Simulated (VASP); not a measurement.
# Mn (Pm-3m) in VASP: further runs

The runs below take Mn through density of states, with LDA.

Program: VASP 6.6.1. These are calculated values, not measurements. Logs are shortened: lines on timing, memory, paths and dates and some standing lists are left out, and cuts for length are marked.

### Step 1. The cell of the first run

The structure is cubic, space group Pm-3m (No. 221). Conventional cell: a = 1.642 Å, b = 1.642 Å, c = 1.642 Å, α = 90.00°, β = 90.00°, γ = 90.00°. Mn (site symmetry m-3m) has 6 Mn at 1.64 Å within 2.2 Å.

### Step 2. Density of states, LDA, collinear spin, ferromagnetic start (volume scaled by 0.4)

The input, POSCAR:

```
Mn
1.0
    1.6424929516      0.0000000000      0.0000000000
    0.0000000000      1.6424929516      0.0000000000
    0.0000000000      0.0000000000      1.6424929516
Mn
1
Direct
    0.0000000000      0.0000000000      0.0000000000
```

The input, INCAR.step1:

```
SYSTEM = Mn
PREC     = Accurate       ! precision mode
ENCUT    = 520            ! plane-wave cutoff, eV
EDIFF    = 1E-7           ! SCF threshold, eV
ISMEAR   = -1             ! smearing method
SIGMA    = 0.1            ! smearing width, eV
LREAL    = .FALSE.        ! projectors in reciprocal space
LASPH    = .TRUE.         ! aspherical terms in the spheres
NELM     = 150            ! most SCF steps
ALGO     = Normal         ! electronic algorithm
ISIF     = 2              ! what is computed and relaxed
LWAVE    = .FALSE.        ! write WAVECAR
LCHARG   = .TRUE.         ! write CHGCAR
ISPIN    = 2              ! spin polarisation
MAGMOM   = 3              ! initial moments
LMAXMIX  = 4              ! l up to which the mixer works
NBANDS   = 16             ! bands
```

The input, KPOINTS.step1:

```
Automatic mesh
0
G
  19 19 19
  0 0 0
```

The input, INCAR.step2:

```
SYSTEM = Mn
PREC     = Accurate       ! precision mode
ENCUT    = 520            ! plane-wave cutoff, eV
EDIFF    = 1E-7           ! SCF threshold, eV
ISMEAR   = -5             ! smearing method
SIGMA    = 0.1            ! smearing width, eV
LREAL    = .FALSE.        ! projectors in reciprocal space
LASPH    = .TRUE.         ! aspherical terms in the spheres
NELM     = 150            ! most SCF steps
ALGO     = Normal         ! electronic algorithm
ISIF     = 2              ! what is computed and relaxed
LWAVE    = .FALSE.        ! write WAVECAR
LCHARG   = .FALSE.        ! write CHGCAR
ISPIN    = 2              ! spin polarisation
MAGMOM   = 3              ! initial moments
LORBIT   = 11             ! projections on sites
LMAXMIX  = 4              ! l up to which the mixer works
NEDOS    = 2001           ! points of the DOS
ICHARG   = 11             ! starting density
```

The input, KPOINTS.step2:

```
Automatic mesh
0
G
  29 29 29
  0 0 0
```

Potentials or basis: VASP PAW LDA potentials, release 64 (Mn_pv).

Run with:

```
> cat potpaw_LDA.64/Mn_pv/POTCAR > POTCAR
> cp INCAR.step1 INCAR
> cp KPOINTS.step1 KPOINTS
> mpirun -np 1 vasp_std > vasp.out
> cp INCAR.step2 INCAR
> cp KPOINTS.step2 KPOINTS
> mpirun -np 1 vasp_std > vasp.out
```

OUTCAR:

```text
SYSTEM = Mn
   PREC = Accurate
   ENCUT = 520
   EDIFF = 1E-7
   ISMEAR = -5
   LREAL = .FALSE.
   LASPH = .TRUE.
   NELM = 150
   ISIF = 2
   ISPIN = 2
   LORBIT = 11
   ICHARG = 11

 ion  position               nearest neighbor table
   1  0.000  0.000  0.000-

  LATTYP: Found a simple cubic cell.
 ALAT       =     1.6424929516

  Lattice vectors:

 A1 = (   1.6424929516,   0.0000000000,   0.0000000000)
 A2 = (   0.0000000000,   1.6424929516,   0.0000000000)
 A3 = (   0.0000000000,   0.0000000000,   1.6424929516)

Analysis of symmetry for initial positions (statically):
=====================================================================
 Subroutine PRICEL returns:
 Original cell was already a primitive cell.

 Routine SETGRP: Setting up the symmetry group for a
 simple cubic supercell.

 Subroutine GETGRP returns: Found 48 space group operations
 (whereof 48 operations were pure point group operations)
 out of a pool of 48 trial point group operations.

The static configuration has the point symmetry O_h .

Analysis of symmetry for dynamics (positions and initial velocities):
=====================================================================
 Subroutine PRICEL returns:
 Original cell was already a primitive cell.

 Routine SETGRP: Setting up the symmetry group for a
 simple cubic supercell.

 Subroutine GETGRP returns: Found 48 space group operations
 (whereof 48 operations were pure point group operations)
 out of a pool of 48 trial point group operations.

The dynamic configuration has the point symmetry O_h .

Analysis of structural, dynamic, and magnetic symmetry:
=====================================================================
 Subroutine PRICEL returns:
 Original cell was already a primitive cell.

 Routine SETGRP: Setting up the symmetry group for a
 simple cubic supercell.

 Subroutine GETGRP returns: Found 48 space group operations
 (whereof 48 operations were pure point group operations)
 out of a pool of 48 trial point group operations.

The overall configuration has the point symmetry O_h .

 Subroutine INISYM returns: Found 48 space group operations
 (whereof 48 operations are pure point group operations),
 and found     1 'primitive' translations

----------------------------------------------------------------------------------------

                                     Primitive cell

  volume of cell :       4.4311

  direct lattice vectors                    reciprocal lattice vectors
     1.642492952  0.000000000  0.000000000     0.608830619  0.000000000  0.000000000
     0.000000000  1.642492952  0.000000000     0.000000000  0.608830619  0.000000000
     0.000000000  0.000000000  1.642492952     0.000000000  0.000000000  0.608830619

  length of vectors
     1.642492952  1.642492952  1.642492952     0.608830619  0.608830619  0.608830619

  position of ions in fractional coordinates (direct lattice)
     0.000000000  0.000000000  0.000000000

  ion indices of the primitive-cell ions
   primitive index   ion index
                 1           1

----------------------------------------------------------------------------------------

 KPOINTS: Automatic mesh

Automatic generation of k-mesh.
 Grid dimensions read from file:
 generate k-points for:   29   29   29

 Generating k-lattice:

  Cartesian coordinates                     Fractional coordinates (reciprocal lattice)
     0.020994159  0.000000000  0.000000000     0.034482759  0.000000000  0.000000000
     0.000000000  0.020994159  0.000000000     0.000000000  0.034482759  0.000000000
     0.000000000  0.000000000  0.020994159     0.000000000  0.000000000  0.034482759

  Length of vectors
     0.020994159  0.020994159  0.020994159

  Shift w.r.t. Gamma in fractional coordinates (k-lattice)
     0.000000000  0.000000000  0.000000000

 TETIRR: Found  12153 inequivalent tetrahedra from   146334

 Subroutine IBZKPT returns following result:
 ===========================================

 Found    680 irreducible k-points:

 Following reciprocal coordinates:
            Coordinates               Weight
  0.000000  0.000000  0.000000      1.000000
  0.034483  0.000000  0.000000      6.000000
  0.068966  0.000000  0.000000      6.000000
  0.103448  0.000000  0.000000      6.000000
  0.137931  0.000000  0.000000      6.000000
  0.172414  0.000000  0.000000      6.000000
[... 16 lines left out ...]
  0.275862  0.034483  0.000000     24.000000
  0.310345  0.034483  0.000000     24.000000
 [... further k-points ...]
   k-points           NKPTS =    680   k-points in BZ     NKDIM =    680   number of bands    NBANDS=     12
   number of dos      NEDOS =   2001   number of ions     NIONS =      1
   total plane-waves  NPLWV =   1728
   dimension x,y,z NGX =    12 NGY =   12 NGZ =   12
   dimension x,y,z NGXF=    24 NGYF=   24 NGZF=   24
   ions per type =               1
   NGX,Y,Z   is equivalent  to a cutoff of  12.15, 12.15, 12.15 a.u.
   NGXF,Y,Z  is equivalent  to a cutoff of  24.29, 24.29, 24.29 a.u.
 SYSTEM =  Mn
   PREC   = accura    normal or accurate (medium, high low for compatibility)
   ISTART =      0    job   : 0-new  1-cont  2-samecut
   ICHARG =     11    charge: 1-file 2-atom 10-const
   ISPIN  =      2    spin polarized calculation?
   LNONCOLLINEAR =      F non collinear calculations
   LSORBIT =      F    spin-orbit coupling
   LASPH  =      T    aspherical Exc in radial PAW
   ENCUT  =  520.0 eV  38.22 Ry    6.18 a.u.   3.05  3.05  3.05*2*pi/ulx,y,z
   NELM   =    150;   NELMIN=  2; NELMDL=  0     # of ELM steps
   EDIFF  = 0.1E-06   stopping-criterion for ELM
   LREAL  =      F    real-space projection
   EDIFFG = 0.1E-05   stopping-criterion for IOM
   NSW    =      0    number of steps for IOM
   IBRION =     -1    ionic relax: 0-MD 1-quasi-New 2-CG
   NFREE  =      0    steps in history (QN), initial steepest desc. (CG)
   ISIF   =      2    stress and relaxation
   ISYM   =      2    0-nonsym 1-usesym 2-fastsym
   POTIM  = 0.5000    time-step for ionic-motion
   TEBEG  =    0.0;   TEEND  =   0.0 temperature during run
   PSTRESS=    0.0 pullay stress
   NELECT =      13.0000    total number of electrons
   NUPDOWN=      -1.0000    fix difference up-down
   EMIN   =  10.00;   EMAX   =-10.00  energy-range for DOS
   EFERMI =   0.00;   METHOD = LEGACY
   ISMEAR =    -5;   SIGMA  =   0.10  broadening in eV -4-tet -1-fermi 0-gaus
   EFERMI_NEDOS =   21; number of points for ismear=-14 and -15
   IALGO  =     38    algorithm
   IMIX   =      4    mixing-type and parameters
     AMIX     =   0.40;   BMIX     =  1.00
     AMIX_MAG =   1.60;   BMIX_MAG =  1.00
  volume/ion in A,a.u.               =       4.43        29.90
  Fermi-wavevector in a.u.,A,eV,Ry     =   2.343612  4.428785 74.730252  5.492519
  Thomas-Fermi vector in A             =   3.264350
   LORBIT       =     11    0 simple, 1 ext, 2 COOP (PROOUT), +10 PAW based schemes
   GGA     = CA    functional components
   LHFCALC =     F    Hartree Fock is set to
   AEXX    =    0.0000 exact exchange contribution
   IVDW    =     0    specifies the selected vdW correction
   LEPSILON=     F    determine dielectric tensor
   LRPA    =     F    only Hartree local field effects (RPA)
 spin polarized calculation
 Fermi weights with tetrahedron method with Bloechl corrections
  energy-cutoff  :      520.00
  volume of cell :        4.43
 maximum number of plane-waves:       136

 number of electron      12.9999995 magnetization      -0.0000521

 Free energy of the ion-electron system (eV)
  ---------------------------------------------------
  ext. energy  EPLUGINS =         0.00000000
  ---------------------------------------------------
  free energy    TOTEN  =         7.16446075 eV

  energy without entropy =        7.16446075  energy(sigma->0) =        7.16446075

 E-fermi :  30.2305     XC(G=0): -20.4610

 val. band max:       30.3848532029   @ k =   0.3103   0.3103   0.0690
 cond. band min:      30.1433803202   @ k =   0.2759   0.2414   0.2414
 fundamental gap:     -0.2414728827
 Fermi energy:        30.2305208570

 spin component 1

 k-point     1 :       0.0000    0.0000    0.0000
  band No.  band energies     occupation
      1     -15.9591      1.00000
      2     -15.9591      1.00000
      3     -15.9591      1.00000
      4      18.3388      1.00000
      5      18.3388      1.00000
      6      21.5226      1.00000
      7      36.2400      0.00000
      8      36.2400      0.00000
      9      36.2400      0.00000
     10      61.5566      0.00000
     11      67.9295      0.00000
     12      67.9295      0.00000
[... 331 lines left out ...]
 k-point    24 :       0.3103    0.0345    0.0000
  band No.  band energies     occupation
      1     -24.0294      1.00000
      2     -15.2737      1.00000
      3     -15.1077      1.00000
      4      20.2715      1.00000
      5      22.5640      1.00000
      6      28.7878      1.00000
      7      30.8036     -0.06668
      8      31.3351      0.00000
      9      36.6552      0.00000
     10      54.4236      0.00000
     11      61.3751      0.00000
     12      62.9764      0.00000

 [... further k-points ...]

 spin component 2

 k-point     1 :       0.0000    0.0000    0.0000
  band No.  band energies     occupation
      1     -15.9592      1.00000
      2     -15.9592      1.00000
      3     -15.9592      1.00000
      4      18.3388      1.00000
      5      18.3388      1.00000
      6      21.5226      1.00000
      7      36.2399      0.00000
      8      36.2399      0.00000
      9      36.2399      0.00000
     10      61.5565      0.00000
     11      67.9295      0.00000
     12      67.9295      0.00000
[... 331 lines left out ...]
 k-point    24 :       0.3103    0.0345    0.0000
  band No.  band energies     occupation
      1     -24.0294      1.00000
      2     -15.2738      1.00000
      3     -15.1078      1.00000
      4      20.2715      1.00000
      5      22.5640      1.00000
      6      28.7878      1.00000
      7      30.8035     -0.06666
      8      31.3350      0.00000
      9      36.6551      0.00000
     10      54.4236      0.00000
     11      61.3750      0.00000
     12      62.9764      0.00000

 [... further k-points ...]

------------------------ aborting loop because EDIFF is reached ----------------------------------------

  FORCE on cell =-STRESS in cart. coord.  units (eV):
  Direction    XX          YY          ZZ          XY          YZ          ZX
  --------------------------------------------------------------------------------------
  -------------------------------------------------------------------------------------
  Total       47.8510018     47.8510018     47.8510018     -0.0000000      0.0000000     -0.0000000
  in kB    17301.7914830  17301.7914830  17301.7914830     -0.0000000      0.0000000     -0.0000000
  external PRESSURE =   17301.7914830 kB  Pullay stress =       0.0000000 kB

 VOLUME and BASIS-vectors are now :
 -----------------------------------------------------------------------------
  energy-cutoff  :      520.00
  volume of cell :        4.43
      direct lattice vectors                 reciprocal lattice vectors
     1.642492952  0.000000000  0.000000000     0.608830619  0.000000000  0.000000000
     0.000000000  1.642492952  0.000000000     0.000000000  0.608830619  0.000000000
     0.000000000  0.000000000  1.642492952     0.000000000  0.000000000  0.608830619

 POSITION                                       TOTAL-FORCE (eV/Angst)
 -----------------------------------------------------------------------------------
      0.00000      0.00000      0.00000         0.000000      0.000000      0.000000
 -----------------------------------------------------------------------------------
    total drift:                                0.000000      0.000000      0.000000

  FREE ENERGIE OF THE ION-ELECTRON SYSTEM (eV)
  ---------------------------------------------------
  free  energy   TOTEN  =         7.1644607515 eV

  energy  without entropy=        7.1644607515  energy(sigma->0) =        7.16446075

 total charge

# of ion       s       p       d       tot
------------------------------------------
    1        0.799   7.278   7.641  15.717

 magnetization (x)

# of ion       s       p       d       tot
------------------------------------------
    1        0.000   0.000  -0.000  -0.000
```

Run time: 32 s. Hardware: 1 thread of AMD EPYC 9R45 (Zen 5), shared host; peak memory 0.18 GiB.

Results:

```yaml
Net_moment: 0.00 μB per cell
```

Caveat: the starting moments collapsed, and a magnetic state may lie lower; tetrahedron occupations give inexact forces and stress in metals.

[end of part 1 of 2]
